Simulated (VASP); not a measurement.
# Ba16O (a cell with a defect) in VASP: further runs

Ba16O (a cell with a defect) is run at these levels: PBE; tasks: single point.

Everything below comes from runs of VASP 6.6.1. Logs are shortened: lines on timing, memory, paths and dates and some standing lists are left out, and cuts for length are marked.

### Step 1. The cell of the first run

The cell holds a defect, 17 atoms: a = 10.040 Å, b = 10.040 Å, c = 10.040 Å, α = 90.00°, β = 90.00°, γ = 90.00°.

### Step 2. Single point, PBE

File INCAR:

```
PREC = Accurate ; ENCUT = 520
EDIFF = 1E-6 ; ISMEAR = 0
SIGMA = 0.1 ; LREAL = Auto
LASPH = T ; NELM = 60
ALGO = Normal ; ISIF = 2
LWAVE = F ; LCHARG = T
GGA = PE ; LELF = T
LVHAR = T ; NBANDS = 97
```

File KPOINTS:

```
regular mesh
0
Gamma
  2 2 2
```

File POSCAR:

```
Ba16O
1.0
   10.0400000000      0.0000000000      0.0000000000
    0.0000000000     10.0400000000      0.0000000000
    0.0000000000      0.0000000000     10.0400000000
Ba O
16 1
Direct
   -0.0002589641     -0.0022976096     -0.0042797809
    0.4997254980      0.0060176295     -0.0279638446
   -0.0002540837      0.4964901394      0.0047911355
   -0.0002808765      0.0024083665      0.5049376494
    0.2495972112      0.2458449203      0.2449830677
    0.4997245020      0.5122373506      0.0136233068
    0.4997424303      0.0106780876      0.5225397410
    0.7498742032      0.2458475100      0.2449627490
   -0.0002778884      0.4916581673      0.4956772908
    0.2438395418      0.7544947211      0.2529028884
    0.2769763944      0.2485238048      0.7511017928
    0.4997434263      0.5012609562      0.4933003984
    0.7556299801      0.7544909363      0.2528800797
    0.7224725100      0.2485293825      0.7511191235
    0.2440871514      0.7370341633      0.7498174303
    0.7553856574      0.7370313745      0.7498367530
    0.4997256972      0.1539065737      0.7250514940
```

Potentials or basis: VASP PAW PBE potentials, release 64 (Ba_sv, O).

Launch:

```
$ cat potpaw_PBE.64/Ba_sv/POTCAR potpaw_PBE.64/O/POTCAR > POTCAR
$ mpirun -np 1 vasp_std > vasp.out
```

OUTCAR:

```text
PREC = Accurate
   ENCUT = 520
   EDIFF = 1E-6
   ISMEAR = 0
   LREAL = Auto
   LASPH = T
   NELM = 60
   ISIF = 2
   GGA = PE

 ion  position               nearest neighbor table
   1  1.000  0.998  0.996-  13 4.32  10 4.32   8 4.33   5 4.33  16 4.35  15 4.35  11 4.49  14 4.49

   2  0.500  0.006  0.972-  17 2.89  14 3.98  11 3.98  15 4.34  16 4.34   5 4.43   8 4.43   7 4.51
                            13 4.57  10 4.57
   3  1.000  0.496  0.005-  16 4.29  15 4.29   8 4.29   5 4.29  13 4.35  10 4.35  11 4.52  14 4.52
[... 21 lines left out ...]
  14  0.722  0.249  0.751-  17 2.44   2 3.98   7 4.00  12 4.26   6 4.35   4 4.47  11 4.47   1 4.49
                             9 4.50   3 4.52
  15  0.244  0.737  0.750-   3 4.29   9 4.31   6 4.32  12 4.34   2 4.34   1 4.35   4 4.38   7 4.40

  16  0.755  0.737  0.750-   3 4.29   9 4.31   6 4.32  12 4.34   2 4.34   1 4.35   4 4.38   7 4.40

  17  0.500  0.154  0.725-  11 2.44  14 2.44   7 2.49   2 2.89

  LATTYP: Found a simple cubic cell.
 ALAT       =    10.0400000000

  Lattice vectors:

 A1 = (  10.0400000000,   0.0000000000,   0.0000000000)
 A2 = (   0.0000000000,  10.0400000000,   0.0000000000)
 A3 = (   0.0000000000,   0.0000000000,  10.0400000000)

Analysis of symmetry for initial positions (statically):
=====================================================================
 Subroutine PRICEL returns:
 Original cell was already a primitive cell.

 Routine SETGRP: Setting up the symmetry group for a
 simple cubic supercell.

 Subroutine GETGRP returns: Found  1 space group operations
 (whereof  1 operations were pure point group operations)
 out of a pool of 48 trial point group operations.

The static configuration has the point symmetry C_1 .

Analysis of symmetry for dynamics (positions and initial velocities):
=====================================================================
 Subroutine PRICEL returns:
 Original cell was already a primitive cell.

 Routine SETGRP: Setting up the symmetry group for a
 simple cubic supercell.

 Subroutine GETGRP returns: Found  1 space group operations
 (whereof  1 operations were pure point group operations)
 out of a pool of 48 trial point group operations.

The dynamic configuration has the point symmetry C_1 .

 Subroutine INISYM returns: Found  1 space group operations
 (whereof  1 operations are pure point group operations),
 and found     1 'primitive' translations

[... 112 lines left out ...]
   NFREE  =      0    steps in history (QN), initial steepest desc. (CG)
   ISIF   =      2    stress and relaxation
   ISYM   =      2    0-nonsym 1-usesym 2-fastsym
   POTIM  = 0.5000    time-step for ionic-motion
   TEBEG  =    0.0;   TEEND  =   0.0 temperature during run
   PSTRESS=    0.0 pullay stress
   NELECT =     166.0000    total number of electrons
   NUPDOWN=      -1.0000    fix difference up-down
   EMIN   =  10.00;   EMAX   =-10.00  energy-range for DOS
   EFERMI =   0.00;   METHOD = LEGACY
   ISMEAR =     0;   SIGMA  =   0.10  broadening in eV -4-tet -1-fermi 0-gaus
   EFERMI_NEDOS =   21; number of points for ismear=-14 and -15
   IALGO  =     38    algorithm
   IMIX   =      4    mixing-type and parameters
     AMIX     =   0.40;   BMIX     =  1.00
     AMIX_MAG =   1.60;   BMIX_MAG =  1.00
  volume/ion in A,a.u.               =      59.53       401.74
  Fermi-wavevector in a.u.,A,eV,Ry     =   0.896143  1.693464 10.926453  0.803072
  Thomas-Fermi vector in A             =   2.018564
   LORBIT       =      0    0 simple, 1 ext, 2 COOP (PROOUT), +10 PAW based schemes
   GGA     = PE    functional components
   LHFCALC =     F    Hartree Fock is set to
   AEXX    =    0.0000 exact exchange contribution
   IVDW    =     0    specifies the selected vdW correction
   LEPSILON=     F    determine dielectric tensor
   LRPA    =     F    only Hartree local field effects (RPA)
 non-spin polarized calculation
 Gauss-broadening in eV      SIGMA  =   0.10
  energy-cutoff  :      520.00
  volume of cell :     1012.05
 maximum number of plane-waves:     27278
 NGX is ok and might be reduce to    80
   NGX = 37   NGY = 37   NGZ = 37

 number of electron     165.9999996 magnetization

 Free energy of the ion-electron system (eV)
  ---------------------------------------------------
  ext. energy  EPLUGINS =         0.00000000
  ---------------------------------------------------
  free energy    TOTEN  =       -40.12437579 eV

  energy without entropy =      -40.07349012  energy(sigma->0) =      -40.09893295

 E-fermi :   1.7013     XC(G=0):  -7.4198

 val. band max:        1.6606975527   @ k =   0.0000   0.0000   0.5000
 cond. band min:       1.7038435450   @ k =   0.5000   0.0000   0.0000
 fundamental gap:      0.0431459923
 Fermi energy:         1.7013441041

 k-point     1 :       0.0000    0.0000    0.0000
  band No.  band energies     occupation
      1     -27.2759      2.00000
      2     -27.2403      2.00000
      3     -27.2224      2.00000
      4     -27.2183      2.00000
      5     -27.2136      2.00000
      6     -27.2100      2.00000
[... 773 lines left out ...]
     94       2.2317      0.00000
     95       2.2382      0.00000
 [bands above 95 left out]

------------------------ aborting loop because EDIFF is reached ----------------------------------------

  FORCE on cell =-STRESS in cart. coord.  units (eV):
  Direction    XX          YY          ZZ          XY          YZ          ZX
  --------------------------------------------------------------------------------------
  -------------------------------------------------------------------------------------
  Total        2.1556653      2.1873758      1.3433502      0.0005213      0.4831243     -0.0001878
  in kB        3.4126423      3.4628434      2.1266631      0.0008252      0.7648359     -0.0002972
  external PRESSURE =       3.0007163 kB  Pullay stress =       0.0000000 kB

 VOLUME and BASIS-vectors are now :
 -----------------------------------------------------------------------------
  energy-cutoff  :      520.00
  volume of cell :     1012.05
      direct lattice vectors                 reciprocal lattice vectors
    10.040000000  0.000000000  0.000000000     0.099601594  0.000000000  0.000000000
     0.000000000 10.040000000  0.000000000     0.000000000  0.099601594  0.000000000
     0.000000000  0.000000000 10.040000000     0.000000000  0.000000000  0.099601594

 POSITION                                       TOTAL-FORCE (eV/Angst)
 -----------------------------------------------------------------------------------
     10.03740     10.01693      9.99703        -0.000558      0.002740     -0.010074
      5.01724      0.06042      9.75924         0.000350      0.050810     -0.111644
     10.03745      4.98476      0.04810         0.000148      0.002886      0.012373
     10.03718      0.02418      5.06957        -0.000795      0.000687     -0.001444
      2.50596      2.46828      2.45963         0.007317     -0.000331      0.005335
      5.01723      5.14286      0.13678         0.000525      0.004605     -0.009349
[... 9 lines left out ...]
      7.58407      7.39979      7.52836         0.001123     -0.016299     -0.012068
      5.01725      1.54522      7.27952         0.000551     -0.262610      0.342570
 -----------------------------------------------------------------------------------
    total drift:                                0.001627     -0.004494      0.002782

  FREE ENERGIE OF THE ION-ELECTRON SYSTEM (eV)
  ---------------------------------------------------
  free  energy   TOTEN  =       -40.1243757925 eV

  energy  without entropy=      -40.0734901173  energy(sigma->0) =      -40.09893295
```

OSZICAR:

```text
N       E                     dE             d eps       ncg     rms          rms(c)
DAV:   1     0.149546028567E+04    0.14955E+04   -0.67395E+04  1552   0.141E+03
DAV:   2     0.988611788760E+02   -0.13966E+04   -0.13794E+04  2128   0.290E+02
DAV:   3    -0.372054281756E+02   -0.13607E+03   -0.13350E+03  1992   0.946E+01
DAV:   4    -0.446921251714E+02   -0.74867E+01   -0.73526E+01  2328   0.170E+01
DAV:   5    -0.449835306795E+02   -0.29141E+00   -0.28781E+00  2184   0.327E+00    0.130E+01
DAV:   6    -0.401595986999E+02    0.48239E+01   -0.32521E+01  1896   0.883E+00    0.682E+00
DAV:   7    -0.402078375520E+02   -0.48239E-01   -0.39147E+00  1992   0.375E+00    0.385E+00
DAV:   8    -0.401478204133E+02    0.60017E-01   -0.81935E-01  1880   0.194E+00    0.121E+00
DAV:   9    -0.401215328723E+02    0.26288E-01   -0.33406E-01  2112   0.864E-01    0.357E-01
DAV:  10    -0.401237789383E+02   -0.22461E-02   -0.35976E-02  1872   0.325E-01    0.136E-01
DAV:  11    -0.401242827149E+02   -0.50378E-03   -0.43411E-03  2056   0.123E-01    0.339E-02
DAV:  12    -0.401243616809E+02   -0.78966E-04   -0.32973E-04  2064   0.388E-02    0.179E-02
DAV:  13    -0.401243723610E+02   -0.10680E-04   -0.39014E-05  1992   0.148E-02    0.805E-03
DAV:  14    -0.401243761219E+02   -0.37609E-05   -0.10321E-05  1688   0.888E-03    0.285E-03
DAV:  15    -0.401243757925E+02    0.32936E-06   -0.17454E-06  1336   0.325E-03
   1 F= -.40124376E+02 E0= -.40098933E+02  d E =-.508857E-01
```

stdout:

```text
POSCAR found type information on POSCAR BaO
 POSCAR found :  2 types and      17 ions
 scaLAPACK will be used
 LDA part: xc-table for (Slater+PW92), standard interpolation
 POSCAR, INCAR and KPOINTS ok, starting setup
 FFT: planning ... GRIDC
 FFT: planning ... GRID_SOFT
 FFT: planning ... GRID
 WAVECAR not read
 entering main loop
```

Wall time 14 min (1 thread of Intel Xeon 6975P-C (Granite Rapids), shared host); peak memory 1.2 GiB.

Results:

```
Free energy            : -40.1244 eV
Pressure               : 0.3 GPa
Largest force          : 0.432 eV/Å
Band gap on the k mesh : zero (bands 83 and 84 overlap by 0.43 eV)
```

Forces in eV/Å, atoms in the order of the input:
```
Ba  -0.001  0.003 -0.010
Ba   0.000  0.051 -0.112
Ba   0.000  0.003  0.012
Ba  -0.001  0.001 -0.001
Ba   0.007  0.000  0.005
Ba   0.001  0.005 -0.009
Ba   0.000 -0.121 -0.154
Ba  -0.007  0.000  0.005
Ba   0.000  0.001 -0.020
Ba   0.022  0.025 -0.013
Ba  -0.262  0.128  0.015
Ba   0.000  0.049 -0.039
Ba  -0.022  0.025 -0.013
Ba   0.262  0.128  0.015
Ba  -0.001 -0.017 -0.013
Ba   0.001 -0.016 -0.012
O    0.001 -0.263  0.343
```

Caveat: spin-orbit coupling is left out, which moves the levels of the heavy elements.

### Step 3. Single point, PBE

File INCAR:

```
SYSTEM = Ba16O
PREC = Accurate ; ENCUT = 520
EDIFF = 1E-6 ; ISMEAR = 0
SIGMA = 0.1 ; LREAL = Auto
LASPH = .TRUE. ; NELM = 100
ALGO = Normal ; ISIF = 2
LWAVE = .FALSE. ; LCHARG = .FALSE.
GGA = PE ; NBANDS = 97
```

File KPOINTS:

```
Automatic mesh
0
G
  2 2 2
  0 0 0
```

File POSCAR:

```
Ba16O
1.0
   10.0400000000      0.0000000000      0.0000000000
    0.0000000000     10.0400000000      0.0000000000
    0.0000000000      0.0000000000     10.0400000000
Ba O
16 1
Direct
   -0.0002038845     -0.0030720120     -0.0070475100
    0.4997698207     -0.0038567729     -0.0049938247
   -0.0002002988      0.5027315737     -0.0004637450
   -0.0002369522      0.0046595618      0.5028514940
    0.2464692231      0.2490752988      0.2391639442
    0.4997690239      0.5137137450      0.0124141434
    0.4997937251      0.0187833665      0.5139125498
    0.7530999004      0.2490773904      0.2391346614
   -0.0002348606      0.4953425299      0.4961937251
    0.2440414343      0.7538834661      0.2537384462
    0.2768932271      0.2515059761      0.7492775896
    0.4997956175      0.4827002988      0.5020149402
    0.7555270916      0.7538804781      0.2537064741
    0.7226477092      0.2515109562      0.7493059761
    0.2476058765      0.7429608566      0.7472619522
    0.7519644422      0.7429590637      0.7472884462
    0.4997747012      0.2060227092      0.6721795817
```

Potentials or basis: VASP PAW PBE potentials, release 64 (Ba_sv, O).

Launch:

```
$ cat potpaw_PBE.64/Ba_sv/POTCAR potpaw_PBE.64/O/POTCAR > POTCAR
$ mpirun -np 1 vasp_std > vasp.out
```

Wall time 32 min (1 thread of Oxide Virtual Turin-like, shared host); peak memory 1.2 GiB.

It converged, with:

| Quantity | Value |
| --- | --- |
| Free energy | -40.0159 eV |
| Pressure | 0.3 GPa |
| Largest force | 0.340 eV/Å |
| Band gap on the k mesh | zero (bands 83 and 84 overlap by 0.44 eV) |

Forces on the atoms (eV/Å):
```
Ba   0.000 -0.020 -0.004
Ba   0.000 -0.026  0.025
Ba   0.000  0.012  0.004
Ba   0.000  0.001  0.002
Ba   0.000 -0.007 -0.012
Ba   0.001 -0.001  0.003
Ba   0.000 -0.183 -0.168
Ba  -0.001 -0.007 -0.012
Ba   0.000 -0.008 -0.005
Ba   0.021 -0.006  0.017
Ba  -0.311  0.062  0.121
Ba   0.000 -0.083  0.036
Ba  -0.021 -0.006  0.017
Ba   0.312  0.062  0.121
Ba   0.009 -0.001 -0.004
Ba  -0.010 -0.001 -0.005
O    0.000  0.210 -0.135
```

Stress tensor (GPa, compression positive):
```
0.37 0.00 0.00
0.00 0.25 0.09
0.00 0.09 0.32
```

Levels at points of the mesh, in eV from the Fermi level:
```tsv
k point	band 79	band 80	band 81	band 82	band 83	band 84	band 85	band 86	band 87	band 88
(0.00, 0.00, 0.00)	-0.75	-0.73	-0.64	-0.42	-0.27	0.45	0.46	0.47	0.48	0.49
(0.50, 0.00, 0.00)	-0.33	-0.32	-0.32	-0.30	-0.25	-0.22	-0.09	0.01	0.51	0.52
(0.00, 0.50, 0.00)	-0.35	-0.33	-0.30	-0.29	-0.28	-0.20	-0.03	0.13	0.46	0.50
(0.00, 0.00, 0.50)	-0.35	-0.35	-0.31	-0.26	-0.24	-0.17	-0.04	0.12	0.47	0.49
(0.50, 0.50, 0.00)	-0.32	-0.26	-0.25	-0.23	-0.22	-0.03	0.11	0.16	0.20	0.24
(0.00, 0.50, 0.50)	-0.32	-0.29	-0.28	-0.23	-0.23	0.10	0.13	0.16	0.25	0.32
(0.50, 0.00, 0.50)	-0.32	-0.28	-0.25	-0.24	-0.23	0.06	0.12	0.14	0.19	0.27
(0.50, 0.50, 0.50)	0.18	0.19	0.20	0.22	0.22	0.24	0.25	0.26	0.26	0.30
```

Caveat: spin-orbit coupling is left out, which moves the levels of the heavy elements.

The gap in the log of VASP goes by the Fermi energy; the results here count the filled bands.